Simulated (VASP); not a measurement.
**TiC: single point with r2SCAN**

The system is TiC.

```
Ti C
1.0
     0.00000    2.16400    2.16400
     2.16400    0.00000    2.16400
     2.16400    2.16400    0.00000
Ti C
1 1
Direct
  0.00000 0.00000 0.00000
  0.51733 0.48267 0.51733
```

This cell differs from its parent crystal: all C atoms moved +0.075 Å, as atom 2 along Cartesian [0 1 0].

| Quantity | Value |
| --- | --- |
| Program | VASP 6.6.1 |
| Task | single point |
| Functional | r2SCAN |
| Potentials or basis | VASP PAW PBE potentials, release 64 (Ti_sv, C) |
| Cutoff | 520 eV |
| k mesh | 18 × 18 × 18 |
| Occupations | gaussian, width 0.15 eV |
| Spin | no spin polarisation |

```yaml
Pressure: 1.6 GPa
Largest_force: 0.687 eV/Å
Band_gap_on_the_k_mesh: zero (bands 8 and 9 overlap by 1.36 eV)
```

Forces on the atoms (eV/Å):
```
Ti   0.000  0.687  0.000
C    0.000 -0.687  0.000
```

Stress tensor (GPa, compression positive):
```
1.07 0.00 0.00
0.00 2.65 0.00
0.00 0.00 1.07
```

Levels at points of the mesh, in eV from the Fermi level:
```csv
k point,band 4,band 5,band 6,band 7,band 8,band 9,band 10,band 11,band 12,band 13
"(0.00, 0.00, 0.00)",-33.98,-13.25,0.60,0.60,0.83,0.99,1.69,1.88,1.88,2.38
"(0.50, 0.00, 0.00)",-34.03,-9.74,-6.13,-3.17,-3.16,3.11,3.12,4.36,8.08,8.47
"(0.50, 0.50, 0.00)",-34.15,-10.97,-3.72,-1.75,-0.22,0.03,2.78,3.75,3.75,5.94
"(0.50, 0.00, 0.50)",-34.15,-10.97,-3.70,-1.56,-0.18,-0.18,2.71,3.75,3.75,5.89
```

Wall time 9.7 min on 1 thread of Intel Xeon 8259CL, with other jobs on the host, peak memory 0.27 GiB.

Caveat: the cell differs from its parent crystal (all C atoms moved +0.075 Å, as atom 2 along Cartesian [0 1 0]); the PAW data sets were made with another functional, which shifts forces and pressure a little.
